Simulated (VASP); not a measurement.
# S (I4/mmm) in VASP: notebook

S is run at these levels: PBE+D3(BJ); tasks: single point.

Program: VASP 6.6.1. These are calculated values, not measurements. Logs are shortened: lines on timing, memory, paths and dates and some standing lists are left out, and cuts for length are marked.

**1. The cell of the first run**

Symmetry: I4/mmm, No. 139, tetragonal system. Conventional cell: a = 2.820 Å, b = 2.820 Å, c = 3.829 Å, α = 90.00°, β = 90.00°, γ = 90.00°. Within 3.6 Å of S (site symmetry 4/mmm) lie 12 S at 2.76 to 2.82 Å.

**2. Single point, PBE+D3(BJ) (strain -0.0400 x Voigt [1, 0, 0, 0, 0, 0])**

INCAR

```
SYSTEM = S
PREC = Accurate ; ENCUT = 520
EDIFF = 1E-6 ; ISMEAR = 0
SIGMA = 0.15 ; LREAL = .False.
LASPH = .True. ; NELM = 60
ALGO = Normal ; ISIF = 2
LWAVE = .False. ; LCHARG = .False.
GGA = PE ; IVDW = 12
NBANDS = 9
```

KPOINTS

```
Automatic mesh
0
Gamma
  20 20 20
  0 0 0
```

POSCAR

```
S
1.0
    0.0000000000      1.9943503440      1.9943503440
    1.9145763302      0.0000000000      1.9943503440
    1.9145763302      1.9943503440      0.0000000000
S
1
Direct
    0.0000000000      0.0000000000      0.0000000000
```

Potentials or basis: VASP PAW PBE potentials, release 64 (S).

Command:

```bash
cat potpaw_PBE.64/S/POTCAR > POTCAR
mpirun -np 1 vasp_std > vasp.out
```

OUTCAR:

```text
SYSTEM = S
   PREC = Accurate
   ENCUT = 520
   EDIFF = 1E-6
   ISMEAR = 0
   LREAL = .False.
   LASPH = .True.
   NELM = 60
   ISIF = 2
   GGA = PE
   IVDW = 12
 IVDW          = 12

 ion  position               nearest neighbor table
   1  0.000  0.000  0.000-

  LATTYP: Found a body centered tetragonal cell.
 ALAT       =     2.8204373046
 C/A-ratio  =     1.3576450198

  Lattice vectors:

 A1 = (  -1.9145763302,   0.0000000000,  -1.9943503440)
 A2 = (  -1.9145763302,   0.0000000000,   1.9943503440)
 A3 = (   1.9145763302,   1.9943503440,   0.0000000000)

Analysis of symmetry for initial positions (statically):
=====================================================================
 Subroutine PRICEL returns:
 Original cell was already a primitive cell.

 Routine SETGRP: Setting up the symmetry group for a
 body centered tetragonal supercell.

 Subroutine GETGRP returns: Found 16 space group operations
 (whereof 16 operations were pure point group operations)
 out of a pool of 16 trial point group operations.

The static configuration has the point symmetry D_4h.

Analysis of symmetry for dynamics (positions and initial velocities):
=====================================================================
 Subroutine PRICEL returns:
 Original cell was already a primitive cell.

 Routine SETGRP: Setting up the symmetry group for a
 body centered tetragonal supercell.

 Subroutine GETGRP returns: Found 16 space group operations
 (whereof 16 operations were pure point group operations)
 out of a pool of 16 trial point group operations.

The dynamic configuration has the point symmetry D_4h.

 Subroutine INISYM returns: Found 16 space group operations
 (whereof 16 operations are pure point group operations),
 and found     1 'primitive' translations

----------------------------------------------------------------------------------------

                                     Primitive cell

  volume of cell :      15.2302

  direct lattice vectors                    reciprocal lattice vectors
     0.000000000  1.994350344  1.994350344    -0.261154383  0.250708208  0.250708208
     1.914576330  0.000000000  1.994350344     0.261154383 -0.250708208  0.250708208
     1.914576330  1.994350344  0.000000000     0.261154383  0.250708208 -0.250708208

  length of vectors
     2.820437305  2.764604098  2.764604098     0.440353066  0.440353066  0.440353066

  position of ions in fractional coordinates (direct lattice)
     0.000000000  0.000000000  0.000000000

  ion indices of the primitive-cell ions
   primitive index   ion index
                 1           1

----------------------------------------------------------------------------------------

 KPOINTS: Automatic mesh

Automatic generation of k-mesh.
 Grid dimensions read from file:
 generate k-points for:   20   20   20

 Generating k-lattice:

  Cartesian coordinates                     Fractional coordinates (reciprocal lattice)
    -0.013057719  0.012535410  0.012535410     0.050000000  0.000000000  0.000000000
     0.013057719 -0.012535410  0.012535410     0.000000000  0.050000000  0.000000000
     0.013057719  0.012535410 -0.012535410     0.000000000  0.000000000  0.050000000

  Length of vectors
     0.022017653  0.022017653  0.022017653

  Shift w.r.t. Gamma in fractional coordinates (k-lattice)
     0.000000000  0.000000000  0.000000000

 Subroutine IBZKPT returns following result:
 ===========================================

 Found    641 irreducible k-points:

 Following reciprocal coordinates:
            Coordinates               Weight
  0.000000  0.000000  0.000000      1.000000
  0.050000 -0.000000 -0.000000      8.000000
  0.100000  0.000000  0.000000      8.000000
  0.150000  0.000000  0.000000      8.000000
  0.200000  0.000000  0.000000      8.000000
  0.250000 -0.000000 -0.000000      8.000000
[... 16 lines left out ...]
 -0.400000  0.050000  0.000000     16.000000
 -0.350000  0.050000  0.000000     16.000000
 [... further k-points ...]
   k-points           NKPTS =    641   k-points in BZ     NKDIM =    641   number of bands    NBANDS=      9
   number of dos      NEDOS =    301   number of ions     NIONS =      1
   total plane-waves  NPLWV =  13824
   dimension x,y,z NGX =    24 NGY =   24 NGZ =   24
   dimension x,y,z NGXF=    48 NGYF=   48 NGZF=   48
   ions per type =               1
   NGX,Y,Z   is equivalent  to a cutoff of  14.15, 14.43, 14.43 a.u.
   NGXF,Y,Z  is equivalent  to a cutoff of  28.29, 28.86, 28.86 a.u.
 SYSTEM =  S
   PREC   = accura    normal or accurate (medium, high low for compatibility)
   ISTART =      0    job   : 0-new  1-cont  2-samecut
   ICHARG =      2    charge: 1-file 2-atom 10-const
   ISPIN  =      1    spin polarized calculation?
   LNONCOLLINEAR =      F non collinear calculations
   LSORBIT =      F    spin-orbit coupling
   LASPH  =      T    aspherical Exc in radial PAW
   ENCUT  =  520.0 eV  38.22 Ry    6.18 a.u.   5.24  5.14  5.14*2*pi/ulx,y,z
   NELM   =     60;   NELMIN=  2; NELMDL= -5     # of ELM steps
   EDIFF  = 0.1E-05   stopping-criterion for ELM
   LREAL  =      F    real-space projection
   EDIFFG = 0.1E-04   stopping-criterion for IOM
   NSW    =      0    number of steps for IOM
   IBRION =     -1    ionic relax: 0-MD 1-quasi-New 2-CG
   NFREE  =      0    steps in history (QN), initial steepest desc. (CG)
   ISIF   =      2    stress and relaxation
   ISYM   =      2    0-nonsym 1-usesym 2-fastsym
   POTIM  = 0.5000    time-step for ionic-motion
   TEBEG  =    0.0;   TEEND  =   0.0 temperature during run
   PSTRESS=    0.0 pullay stress
   NELECT =       6.0000    total number of electrons
   NUPDOWN=      -1.0000    fix difference up-down
   EMIN   =  10.00;   EMAX   =-10.00  energy-range for DOS
   EFERMI =   0.00;   METHOD = LEGACY
   ISMEAR =     0;   SIGMA  =   0.15  broadening in eV -4-tet -1-fermi 0-gaus
   EFERMI_NEDOS =   21; number of points for ismear=-14 and -15
   IALGO  =     38    algorithm
   IMIX   =      4    mixing-type and parameters
     AMIX     =   0.40;   BMIX     =  1.00
     AMIX_MAG =   1.60;   BMIX_MAG =  1.00
  volume/ion in A,a.u.               =      15.23       102.78
  Fermi-wavevector in a.u.,A,eV,Ry     =   1.200116  2.267891 19.596192  1.440279
  Thomas-Fermi vector in A             =   2.335961
   LORBIT       =      0    0 simple, 1 ext, 2 COOP (PROOUT), +10 PAW based schemes
   GGA     = PE    functional components
   LHFCALC =     F    Hartree Fock is set to
   AEXX    =    0.0000 exact exchange contribution
   IVDW    =    12    specifies the selected vdW correction
   LEPSILON=     F    determine dielectric tensor
   LRPA    =     F    only Hartree local field effects (RPA)
 non-spin polarized calculation
 Gauss-broadening in eV      SIGMA  =   0.15
  energy-cutoff  :      520.00
  volume of cell :       15.23
 maximum number of plane-waves:       428
 NGX is ok and might be reduce to    24
   NGX = 11   NGY = 11   NGZ = 11

 number of electron       6.0000000 magnetization

 Free energy of the ion-electron system (eV)
  ---------------------------------------------------
  ext. energy  EPLUGINS =         0.00000000
  ---------------------------------------------------
  free energy    TOTEN  =        -2.83255199 eV

  energy without entropy =       -2.82415178  energy(sigma->0) =       -2.82835189

 E-fermi :   8.0344     XC(G=0): -11.3633

 val. band max:        8.0341760693   @ k =  -0.2000   0.2000   0.2000
 cond. band min:       8.0432567673   @ k =   0.4500   0.3000   0.0000
 fundamental gap:      0.0090806980
 Fermi energy:         8.0344080056

 k-point     1 :       0.0000    0.0000    0.0000
  band No.  band energies     occupation
      1      -9.0935      2.00000
      2      11.4176      0.00000
      3      11.4176      0.00000
      4      11.4340      0.00000
      5      19.9857      0.00000
      6      19.9857      0.00000
      7      20.5379      0.00000
      8      23.0260      0.00000
      9      24.9943      0.00000

 k-point     2 :       0.0500   -0.0000   -0.0000
  band No.  band energies     occupation
      1      -9.0318      2.00000
      2      11.0624      0.00000
      3      11.3581      0.00000
      4      11.3889      0.00000
      5      19.9588      0.00000
      6      20.0984      0.00000
      7      20.5618      0.00000
      8      23.2237      0.00000
      9      24.8174      0.00000

 k-point     3 :       0.1000    0.0000    0.0000
  band No.  band energies     occupation
      1      -8.8474      2.00000
      2      10.0994      0.00000
      3      11.1942      0.00000
      4      11.2801      0.00000
      5      19.7246      0.00000
      6      20.3837      0.00000
      7      20.7717      0.00000
      8      23.8070      0.00000
      9      24.4287      0.00000

 k-point     4 :       0.1500    0.0000    0.0000
  band No.  band energies     occupation
      1      -8.5424      2.00000
      2       8.7679      0.00000
      3      10.9615      0.00000
      4      11.1242      0.00000
      5      19.3134      0.00000
      6      20.6638      0.00000
      7      21.1187      0.00000
      8      24.1551      0.00000
      9      24.6547      0.00000

 k-point     5 :       0.2000    0.0000    0.0000
  band No.  band energies     occupation
      1      -8.1213      2.00000
      2       7.2617      2.00000
      3      10.6995      0.00000
      4      10.9475      0.00000
      5      18.8708      0.00000
      6      20.6755      0.00000
      7      21.3350      0.00000
      8      24.3537      0.00000
      9      24.7563      0.00000

 k-point     6 :       0.2500   -0.0000   -0.0000
  band No.  band energies     occupation
      1      -7.5918      2.00000
      2       5.7069      2.00000
      3      10.4410      0.00000
      4      10.7729      0.00000
      5      18.4656      0.00000
      6      20.3705      0.00000
      7      21.2152      0.00000
      8      25.1077      0.00000
      9      25.1563      0.00000
[... 169 lines left out ...]
 k-point    21 :       0.5000    0.0500   -0.0000
  band No.  band energies     occupation
      1      -4.7251      2.00000
      2       0.3641      2.00000
      3       9.4964      0.00000
      4      10.1602      0.00000
      5      17.7978      0.00000
      6      18.8009      0.00000
      7      19.9848      0.00000
      8      25.8442      0.00000
      9      29.3662      0.00000

 k-point    22 :      -0.4500    0.0500    0.0000
  band No.  band energies     occupation
      1      -4.8006      2.00000
      2       0.4718      2.00000
      3       9.4445      0.00000
      4      10.2306      0.00000
      5      17.8080      0.00000
      6      18.8845      0.00000
      7      19.9723      0.00000
      8      25.8358      0.00000
      9      29.1412      0.00000

 k-point    23 :      -0.4000    0.0500    0.0000
  band No.  band energies     occupation
      1      -5.2970      2.00000
      2       1.2157      2.00000
      3       9.4512      0.00000
      4      10.3451      0.00000
      5      17.8882      0.00000
      6      19.0915      0.00000
      7      20.1098      0.00000
      8      25.9490      0.00000
      9      28.1133      0.00000

 k-point    24 :      -0.3500    0.0500    0.0000
  band No.  band energies     occupation
      1      -5.9769      2.00000
      2       2.3529      2.00000
      3       9.5204      0.00000
      4      10.4961      0.00000
      5      18.0387      0.00000
      6      19.4070      0.00000
      7      20.3890      0.00000
      8      26.0954      0.00000
      9      26.8668      0.00000

 [... further k-points ...]

------------------------ aborting loop because EDIFF is reached ----------------------------------------

 Edisp (eV)   -0.39876

 E8    (eV) :    -0.1426

  FORCE on cell =-STRESS in cart. coord.  units (eV):
  Direction    XX          YY          ZZ          XY          YZ          ZX
  --------------------------------------------------------------------------------------
  -------------------------------------------------------------------------------------
  Total      -0.30921     0.03634     0.03634     0.00000     0.00000    -0.00000
  in kB     -32.52816     3.82299     3.82299     0.00000     0.00000    -0.00000
  external pressure =       -8.29 kB  Pullay stress =        0.00 kB

 VOLUME and BASIS-vectors are now :
 -----------------------------------------------------------------------------
  energy-cutoff  :      520.00
  volume of cell :       15.23
      direct lattice vectors                 reciprocal lattice vectors
     0.000000000  1.994350344  1.994350344    -0.261154383  0.250708208  0.250708208
     1.914576330  0.000000000  1.994350344     0.261154383 -0.250708208  0.250708208
     1.914576330  1.994350344  0.000000000     0.261154383  0.250708208 -0.250708208

 POSITION                                       TOTAL-FORCE (eV/Angst)
 -----------------------------------------------------------------------------------
      0.00000      0.00000      0.00000         0.000000      0.000000      0.000000
 -----------------------------------------------------------------------------------
    total drift:                                0.000000     -0.000000     -0.000000

  FREE ENERGIE OF THE ION-ELECTRON SYSTEM (eV)
  ---------------------------------------------------
  free  energy   TOTEN  =        -3.2313167037 eV

  energy  without entropy=       -3.2229165010  energy(sigma->0) =       -3.22711660
```

Run time: 37 s. Hardware: 1 thread of Intel Xeon 6975P-C, shared host; peak memory 0.21 GiB.

Results:

- Free energy: -3.2313 eV
- Pressure: -0.8 GPa
- Band gap on the k mesh: zero (band 3 reaches 11.42 eV, above the bottom of band 4 at 5.11 eV)
- Dispersion energy per atom: -0.399 eV

Caveat: the cell differs from its parent crystal (strain -0.0400 x Voigt [1, 0, 0, 0, 0, 0]); pairwise dispersion overbinds metals, which lowers pressure and volume.

**3. Single point, PBE+D3(BJ) (strain +0.0100 x Voigt [1, 0, 0, 0, 0, 0])**

INCAR

```
ALGO = Normal
EDIFF = 1E-7
ENCUT = 520
GGA = PE
ISIF = 2
ISMEAR = 0
IVDW = 12
LASPH = T
LCHARG = F
LREAL = F
LWAVE = F
NBANDS = 9
NELM = 100
PREC = Accurate
SIGMA = 0.15
```

KPOINTS

```
k-points
0
Gamma
  20 20 20
```

POSCAR

```
S
1.0
    0.0000000000      1.9943503440      1.9943503440
    2.0142938474      0.0000000000      1.9943503440
    2.0142938474      1.9943503440      0.0000000000
S
1
Direct
    0.0000000000      0.0000000000      0.0000000000
```

Potentials or basis: VASP PAW PBE potentials, release 64 (S).

Command:

```bash
cat potpaw_PBE.64/S/POTCAR > POTCAR
mpirun -np 1 vasp_std > vasp.out
```

Wall time 48 s (1 thread of Intel Xeon 6975P-C, shared host); peak memory 0.21 GiB.

The run converged. Its results:

```
Free energy                : -3.2130 eV
Pressure                   : -4.7 GPa
Band gap on the k mesh     : zero (band 3 reaches 10.40 eV, above the bottom of band 4 at 4.78 eV)
Dispersion energy per atom : -0.379 eV
```

Stress tensor (GPa, compression positive):
```
-4.11  0.00  0.00
 0.00 -5.02  0.00
 0.00  0.00 -5.02
```

Levels at points of the mesh, in eV from the Fermi level:
```csv
k point,band 1,band 2,band 3,band 4,band 5,band 6,band 7,band 8
"(0.00, 0.00, 0.00)",-16.60,3.12,3.13,3.13,12.02,12.15,12.15,14.19
"(0.50, 0.00, 0.00)",-12.58,-7.30,1.79,1.92,9.40,11.25,11.44,17.11
"(0.50, 0.50, 0.00)",-10.93,-6.30,-0.91,-0.81,5.37,5.92,21.73,22.93
"(0.00, 0.50, 0.50)",-11.06,-6.37,-0.74,-0.74,5.51,6.00,21.77,23.09
```

Caveat: the cell differs from its parent crystal (strain +0.0100 x Voigt [1, 0, 0, 0, 0, 0]); pairwise dispersion overbinds metals, which lowers pressure and volume.

(Part 1 of 2 ends here.)
